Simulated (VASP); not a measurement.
## BeS: single point with PBEsol

Crystal: BeS.

```
Be S
1.0
     0.00000    2.43505    2.43505
     2.43505    0.00000    2.43505
     2.43505    2.43505    0.00000
Be S
1 1
Direct
  0.00000 0.00000 0.00000
  0.75000 0.75000 0.75000
```

This cell differs from its parent crystal: volume scaled by 1.02.

- Program: VASP 6.6.1
- Task: single point
- Functional: PBEsol
- Potentials or basis: VASP PAW PBE potentials, release 64 (Be, S)
- Cutoff: 600 eV
- k mesh: 8 × 8 × 8
- Occupations: gaussian, width 0.05 eV
- Spin: no spin polarisation

```yaml
Pressure: -1.7 GPa
Band_gap_on_the_k_mesh: 2.96 eV, indirect (least direct gap 5.59 eV)
```

Levels at points of the mesh, in eV from the valence-band top:
```tsv
k point	band 2	band 3	band 4	band 5	band 6	band 7
(0.00, 0.00, 0.00)	0.00	0.00	0.00	5.60	5.62	5.62
(0.50, 0.00, 0.00)	-5.78	-1.03	-1.03	5.33	6.49	6.49
(0.50, 0.50, 0.00)	-5.01	-2.63	-2.63	2.96	4.82	12.65
```

It took 21 s on 1 thread of Intel Xeon 8259CL (shared host), peak memory 0.15 GiB.

Caveat: the PAW data sets were made with another functional, which shifts forces and pressure a little. A k mesh can miss the band edges.
